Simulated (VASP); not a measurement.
# Ti4Al12H (a cell with a defect) in VASP: a series of runs

The runs below take Ti4Al12H (a cell with a defect) through single point, with PBE.

Everything below comes from runs of VASP 6.6.1. Logs are shortened: lines on timing, memory, paths and dates and some standing lists are left out, and cuts for length are marked.

## (1) The cell of the first run

The cell holds a defect, 17 atoms: a = 6.893 Å, b = 6.893 Å, c = 6.893 Å, α = 109.47°, β = 109.47°, γ = 109.47°.

## (2) Single point, PBE

Input file INCAR:

```
SYSTEM = Ti4Al12H
ALGO = Normal ; EDIFF = 1E-6
ENCUT = 520 ; GGA = PE
ISIF = 2 ; ISMEAR = 0
LASPH = .True. ; LCHARG = .False.
LREAL = Auto ; LWAVE = .False.
NBANDS = 56 ; NELM = 80
PREC = Accurate ; SIGMA = 0.1
```

Input file KPOINTS:

```
Automatic mesh
0
Gamma
  4 4 4
  0.5 0.5 0.5
```

Input file POSCAR:

```
Ti4Al12H
1.0
   -3.9797267063      3.9797267063      3.9797267063
    3.9797267063     -3.9797267063      3.9797267063
    3.9797267063      3.9797267063     -3.9797267063
Ti Al H
4 12 1
Direct
    0.4997948721      0.4916928082      0.0048704349
    0.0128437211      0.0046881360      0.0048375181
   -0.0134810765      0.4916744652      0.4917953278
    0.4997767804      0.0048537252      0.4917376605
    0.2469910807      0.2493301860      0.5020369858
    0.7522737668      0.7544455239      0.5018477768
    0.7479289961      0.2480877640     -0.0001591818
    0.2522894345      0.7520978753     -0.0005017933
    0.2472570537      0.5018701402      0.2494345902
    0.7476912913     -0.0003057999      0.2478524464
    0.7523923679      0.5018604662      0.7547084817
    0.2519871524     -0.0005693858      0.7519451010
    0.4997972592      0.2534702944      0.2536950586
   -0.0003468831      0.7533429356      0.2534326034
   -0.0003953789      0.2532849802      0.7534257303
    0.5004569778      0.7291402687      0.7293108834
    0.5028948337      0.9278703721      0.9266976786
```

Potentials or basis: VASP PAW PBE potentials, release 64 (Ti_sv, Al, H).

Started as:

```
cat potpaw_PBE.64/Ti_sv/POTCAR potpaw_PBE.64/Al/POTCAR potpaw_PBE.64/H/POTCAR > POTCAR
mpirun -np 1 vasp_std > vasp.out
```

OUTCAR:

```text
SYSTEM = Ti4Al12H
   EDIFF = 1E-6
   ENCUT = 520
   GGA = PE
   ISIF = 2
   ISMEAR = 0
   LASPH = .True.
   LREAL = Auto
   NELM = 80
   PREC = Accurate

 ion  position               nearest neighbor table
   1  0.500  0.492  0.005-  13 2.74   7 2.77  12 2.77   6 2.80   9 2.80  14 2.81  15 2.82  11 2.83
                             5 2.83   8 2.86  10 2.86  16 2.89
   2  0.013  0.005  0.005-  13 2.74   8 2.77  12 2.77   9 2.80   5 2.80  14 2.82  15 2.82  11 2.83
                             6 2.83  10 2.86   7 2.86  16 2.89
   3  0.987  0.492  0.492-  13 2.74   7 2.77  10 2.77   6 2.80  11 2.80  15 2.82  14 2.82   5 2.83
                             9 2.83   8 2.86  12 2.86  16 2.90
   4  0.500  0.005  0.492-  13 2.74  10 2.77   8 2.77  11 2.80   5 2.80  15 2.81  14 2.82   6 2.83
                             9 2.83  12 2.86   7 2.86  16 2.89
   5  0.247  0.249  0.502-  16 2.70  14 2.79   2 2.80   4 2.80  15 2.81  10 2.81  12 2.81  13 2.82
                             3 2.83   1 2.83   9 2.84  11 2.84
   6  0.752  0.754  0.502-  16 2.70  14 2.79   1 2.80   3 2.80  15 2.81  10 2.81  12 2.81  13 2.82
                             4 2.83   2 2.83   9 2.84  11 2.84
   7  0.748  0.248  1.000-  17 2.05   1 2.77   3 2.77  12 2.79  10 2.79  15 2.80  11 2.81   9 2.81
                            13 2.83  14 2.84   4 2.86   2 2.86  16 2.92
   8  0.252  0.752  0.999-  17 2.07   2 2.77   4 2.77  12 2.79  10 2.79  15 2.81  11 2.81   9 2.82
                            13 2.82  14 2.85   3 2.86   1 2.86  16 2.92
   9  0.247  0.502  0.249-  16 2.70  15 2.79   1 2.80   2 2.80  14 2.81   7 2.81   8 2.82  13 2.82
                             4 2.83   3 2.83   6 2.84   5 2.84
  10  0.748  1.000  0.248-  17 2.05   4 2.77   3 2.77   8 2.79   7 2.79  14 2.80   6 2.81   5 2.81
                            13 2.82  15 2.85   1 2.86   2 2.86  16 2.92
  11  0.752  0.502  0.755-  16 2.70  15 2.79   4 2.80   3 2.80  14 2.81   7 2.81   8 2.81  13 2.82
                             1 2.83   2 2.83   5 2.84   6 2.84
  12  0.252  0.999  0.752-  17 2.06   2 2.77   1 2.77   8 2.79   7 2.79  14 2.81   6 2.81   5 2.81
                            13 2.82  15 2.85   3 2.86   4 2.86  16 2.92
  13  0.500  0.253  0.254-   4 2.74   3 2.74   2 2.74   1 2.74   9 2.82   6 2.82  11 2.82   5 2.82
                             8 2.82  10 2.82  12 2.82   7 2.83
  14  1.000  0.753  0.253-   6 2.79   5 2.79  10 2.80  12 2.81  11 2.81   9 2.81   1 2.81   2 2.82
                             3 2.82   4 2.82   7 2.84   8 2.85
  15  1.000  0.253  0.753-  11 2.79   9 2.79   7 2.80   5 2.81   8 2.81   6 2.81   4 2.81   2 2.82
                             3 2.82   1 2.82  10 2.85  12 2.85
  16  0.500  0.729  0.729-  17 1.57  11 2.70   6 2.70   5 2.70   9 2.70   2 2.89   1 2.89   4 2.89
                             3 2.90   8 2.92  10 2.92  12 2.92   7 2.92
  17  0.503  0.928  0.927-  16 1.57   7 2.05  10 2.05  12 2.06   8 2.07

  LATTYP: Found a body centered cubic cell.
 ALAT       =     7.9594534126

  Lattice vectors:

 A1 = (  -3.9797267063,   3.9797267063,   3.9797267063)
 A2 = (   3.9797267063,  -3.9797267063,   3.9797267063)
 A3 = (   3.9797267063,   3.9797267063,  -3.9797267063)

Analysis of symmetry for initial positions (statically):
=====================================================================
 Subroutine PRICEL returns:
 Original cell was already a primitive cell.
[... 174 lines left out ...]
  Fermi-wavevector in a.u.,A,eV,Ry     =   1.139396  2.153146 17.663389  1.298222
  Thomas-Fermi vector in A             =   2.276099
   LORBIT       =      0    0 simple, 1 ext, 2 COOP (PROOUT), +10 PAW based schemes
   GGA     = PE    functional components
   LHFCALC =     F    Hartree Fock is set to
   AEXX    =    0.0000 exact exchange contribution
   IVDW    =     0    specifies the selected vdW correction
   LEPSILON=     F    determine dielectric tensor
   LRPA    =     F    only Hartree local field effects (RPA)
 non-spin polarized calculation
 Gauss-broadening in eV      SIGMA  =   0.10
  energy-cutoff  :      520.00
  volume of cell :      252.13
 maximum number of plane-waves:      6798
 NGX is ok and might be reduce to    54
   NGX = 25   NGY = 25   NGZ = 25

 number of electron      85.0000000 magnetization

 Free energy of the ion-electron system (eV)
  ---------------------------------------------------
  ext. energy  EPLUGINS =         0.00000000
  ---------------------------------------------------
  free energy    TOTEN  =       -84.28017818 eV

  energy without entropy =      -84.23508806  energy(sigma->0) =      -84.25763312

 E-fermi :   8.9349     XC(G=0): -10.8003

 val. band max:        8.9192706343   @ k =   0.1250   0.1250   0.1250
 cond. band min:       8.9384409726   @ k =  -0.1250   0.1250   0.3750
 fundamental gap:      0.0191703384
 Fermi energy:         8.9349197286

 k-point     1 :       0.1250    0.1250    0.1250
  band No.  band energies     occupation
      1     -47.9965      2.00000
      2     -47.9956      2.00000
      3     -47.9954      2.00000
      4     -47.9951      2.00000
      5     -24.3227      2.00000
      6     -24.3227      2.00000
[... 1357 lines left out ...]
     53      10.7933      0.00000
     54      10.9004      0.00000

 [... further k-points ...]

 [bands above 54 left out]

------------------------ aborting loop because EDIFF is reached ----------------------------------------

  FORCE on cell =-STRESS in cart. coord.  units (eV):
  Direction    XX          YY          ZZ          XY          YZ          ZX
  --------------------------------------------------------------------------------------
  -------------------------------------------------------------------------------------
  Total        2.4339508      2.8963945      2.8895669      0.0063596     -0.0012070      0.0370376
  in kB       15.4668772     18.4055398     18.3621525      0.0404130     -0.0076702      0.2353607
  external PRESSURE =      17.4115232 kB  Pullay stress =       0.0000000 kB

 VOLUME and BASIS-vectors are now :
 -----------------------------------------------------------------------------
  energy-cutoff  :      520.00
  volume of cell :      252.13
      direct lattice vectors                 reciprocal lattice vectors
    -3.979726706  3.979726706  3.979726706     0.000000000  0.125636768  0.125636768
     3.979726706 -3.979726706  3.979726706     0.125636768  0.000000000  0.125636768
     3.979726706  3.979726706 -3.979726706     0.125636768  0.125636768  0.000000000

 POSITION                                       TOTAL-FORCE (eV/Angst)
 -----------------------------------------------------------------------------------
     -0.01286      0.05163      3.92647        -0.043365     -0.206352      0.201073
     -0.01320      0.05171      0.05052        -0.049324     -0.189846     -0.183743
     -0.01213      3.92656      3.92559        -0.040321      0.218931      0.223014
     -0.01268      3.92664      0.05131        -0.048608      0.198987     -0.204738
      2.00728      1.98866     -0.02275        -0.051688      0.004493     -0.042964
      2.00586      1.98857      3.99911        -0.042882      0.006193      0.046126
[... 9 lines left out ...]
      3.81255      1.99236      1.99100        -0.691613     -0.026365     -0.033035
      5.37929      1.99672      2.00605         2.358658     -0.007208     -0.009049
 -----------------------------------------------------------------------------------
    total drift:                               -0.013062      0.003349      0.009320

  FREE ENERGIE OF THE ION-ELECTRON SYSTEM (eV)
  ---------------------------------------------------
  free  energy   TOTEN  =       -84.2801781804 eV

  energy  without entropy=      -84.2350880611  energy(sigma->0) =      -84.25763312
```

OSZICAR:

```text
N       E                     dE             d eps       ncg     rms          rms(c)
DAV:   1     0.782545962319E+03    0.78255E+03   -0.36304E+04  3592   0.147E+03
DAV:   2     0.136274041282E+02   -0.76892E+03   -0.74688E+03  3584   0.432E+02
DAV:   3    -0.816092486825E+02   -0.95237E+02   -0.92703E+02  5368   0.133E+02
DAV:   4    -0.924219018177E+02   -0.10813E+02   -0.10690E+02  5640   0.369E+01
DAV:   5    -0.930076950780E+02   -0.58579E+00   -0.58434E+00  5168   0.792E+00    0.225E+01
DAV:   6    -0.883860023474E+02    0.46217E+01   -0.12576E+02  5064   0.468E+01    0.164E+01
DAV:   7    -0.846425242478E+02    0.37435E+01   -0.56039E+01  4672   0.316E+01    0.671E+00
DAV:   8    -0.843004229163E+02    0.34210E+00   -0.39914E+00  4744   0.986E+00    0.158E+00
DAV:   9    -0.843129843103E+02   -0.12561E-01   -0.45344E-01  5200   0.306E+00    0.166E+00
DAV:  10    -0.842814554147E+02    0.31529E-01   -0.13279E-01  4944   0.155E+00    0.791E-01
DAV:  11    -0.842808887964E+02    0.56662E-03   -0.52961E-02  5120   0.107E+00    0.293E-01
DAV:  12    -0.842807928964E+02    0.95900E-04   -0.96901E-03  4872   0.629E-01    0.211E-01
DAV:  13    -0.842802209220E+02    0.57197E-03   -0.48928E-03  5376   0.404E-01    0.860E-02
DAV:  14    -0.842801994045E+02    0.21517E-04   -0.32155E-04  4800   0.105E-01    0.457E-02
DAV:  15    -0.842801832001E+02    0.16204E-04   -0.16420E-04  5136   0.755E-02    0.192E-02
DAV:  16    -0.842801796987E+02    0.35013E-05   -0.41028E-05  5088   0.518E-02    0.971E-03
DAV:  17    -0.842801784448E+02    0.12539E-05   -0.60260E-06  4136   0.158E-02    0.340E-03
DAV:  18    -0.842801781804E+02    0.26445E-06   -0.53484E-07  2488   0.518E-03
   1 F= -.84280178E+02 E0= -.84257633E+02  d E =-.450901E-01
```

stdout:

```text
POSCAR found type information on POSCAR TiAlH
 POSCAR found :  3 types and      17 ions
 scaLAPACK will be used
 LDA part: xc-table for (Slater+PW92), standard interpolation
 POSCAR, INCAR and KPOINTS ok, starting setup
 FFT: planning ... GRIDC
 FFT: planning ... GRID_SOFT
 FFT: planning ... GRID
 WAVECAR not read
 entering main loop
```

Wall time 15 min (1 thread of AMD EPYC 9R45 (Zen 5), shared host); peak memory 0.52 GiB.

Results:

```yaml
Free_energy: -84.2802 eV
Pressure: 1.7 GPa
Largest_force: 2.359 eV/Å
```

Forces on the atoms (eV/Å):
```
Ti  -0.043 -0.206  0.201
Ti  -0.049 -0.190 -0.184
Ti  -0.040  0.219  0.223
Ti  -0.049  0.199 -0.205
Al  -0.052  0.004 -0.043
Al  -0.043  0.006  0.046
Al  -0.258  0.009 -0.007
Al  -0.248  0.008 -0.032
Al  -0.041 -0.050  0.001
Al  -0.256  0.004  0.008
Al  -0.049  0.043  0.006
Al  -0.248 -0.019  0.010
Al  -0.005 -0.009  0.001
Al  -0.143  0.007  0.011
Al  -0.142  0.008  0.005
Al  -0.692 -0.026 -0.033
H    2.359 -0.007 -0.009
```

Stress tensor (GPa, compression positive):
```
1.55 0.00 0.02
0.00 1.84 0.00
0.02 0.00 1.84
```

## (3) Single point, PBE

Input file INCAR:

```
SYSTEM = Ti4Al12H
ALGO = Normal ; EDIFF = 1E-7
ENCUT = 520 ; GGA = PE
ISIF = 2 ; ISMEAR = 0
LASPH = .TRUE. ; LCHARG = .FALSE.
LREAL = Auto ; LWAVE = .FALSE.
NBANDS = 56 ; NELM = 60
PREC = Accurate ; SIGMA = 0.1
```

KPOINTS is that of step 2.

Input file POSCAR:

```
Ti4Al12H
1.0
   -3.9797267063      3.9797267063      3.9797267063
    3.9797267063     -3.9797267063      3.9797267063
    3.9797267063      3.9797267063     -3.9797267063
Ti Al H
4 12 1
Direct
    0.4996812964      0.4949398904      0.0083341150
    0.0130649675      0.0084365090      0.0083287126
   -0.0135373617      0.4951049772      0.4949826069
    0.4996610689      0.0082417720      0.4950916597
    0.2520209487      0.2514856104      0.4992530007
    0.7481203408      0.7474127546      0.4991013571
    0.7526931423      0.2503954602     -0.0026885012
    0.2464220718      0.7440226977     -0.0027410174
    0.2520534886      0.4990617815      0.2513633658
    0.7528827282     -0.0025947762      0.2507179698
    0.7480150572      0.4991693266      0.7474968056
    0.2465709513     -0.0028876355      0.7441071256
    0.4999875989      0.2460280749      0.2463416642
   -0.0004713892      0.7477441844      0.2475548129
   -0.0004740275      0.2476236618      0.7475344966
    0.4996213677      0.7709660051      0.7711565960
    0.5036065660      0.5783850676      0.5774994540
```

Potentials or basis: VASP PAW PBE potentials, release 64 (Ti_sv, Al, H).

Started as:

```
cat potpaw_PBE.64/Ti_sv/POTCAR potpaw_PBE.64/Al/POTCAR potpaw_PBE.64/H/POTCAR > POTCAR
mpirun -np 1 vasp_std > vasp.out
```

It took 33 min on 1 thread of Oxide Virtual Turin-like, shared host; peak memory 0.51 GiB.

The run converged. Its results:

```
Free energy   : -84.2361 eV
Pressure      : 1.8 GPa
Largest force : 2.514 eV/Å
```

Forces in eV/Å, atoms in the order of the input:
```
Ti  -0.006 -0.210  0.210
Ti   0.004 -0.190 -0.196
Ti  -0.016  0.228  0.220
Ti  -0.003  0.205 -0.203
Al   0.322  0.001 -0.017
Al   0.326  0.000 -0.012
Al   0.083  0.008  0.027
Al   0.095  0.006 -0.022
Al   0.330 -0.018 -0.001
Al   0.077  0.018  0.006
Al   0.321 -0.011  0.001
Al   0.100 -0.029  0.006
Al  -0.016 -0.018 -0.002
Al   0.037  0.010  0.006
Al   0.041  0.015  0.001
Al   0.818 -0.012 -0.021
H   -2.514 -0.002 -0.002
```

Stress tensor (GPa, compression positive):
```
 1.62 -0.02 -0.04
-0.02  1.90  0.00
-0.04  0.00  1.91
```

Levels at points of the mesh, in eV from the Fermi level:
```csv
k point,band 40,band 41,band 42,band 43,band 44,band 45
"(0.12, 0.12, 0.12)",-1.14,-0.79,-0.04,-0.01,0.12,0.12
```
